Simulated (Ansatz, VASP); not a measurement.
# Fe in VASP and in Ansatz

```
Fe
1.0
    -1.41631    1.41631    1.41631
     1.41631   -1.41631    1.41631
     1.41631    1.41631   -1.41631
Fe
1
Direct
  0.00000 0.00000 0.00000
```

Alike in both runs: task single point; functional PBE; k mesh 15 × 15 × 15; collinear spin.

|  | VASP | Ansatz |
| --- | --- | --- |
| version | VASP 6.6.1 | Ansatz 0.2.0 |
| potentials or method | VASP PAW PBE potentials, release 64 (Fe), cutoff 520 eV | plane waves (420 eV) with PAW, scalar-relativistic |
| occupations | methfessel-paxton of order 1, width 0.03 eV | cold, width 0.03 eV |
| valence electrons in the cell | 8 | 16 |

```csv
,VASP,Ansatz,Ansatz less VASP
pressure (GPa),-0.3,-0.1,+0.12
net moment per atom (μB),2.18,2.17,-0.006
size of the moment on the site where the two differ most (μB),2.18,2.22,+0.043
```

Site moments also hang on the region over which each program counts them. VASP's potentials hold 8 valence electrons a cell and Ansatz's 16, so a difference there can come from the potentials and not from the codes. Ansatz's warnings: stability check not made.
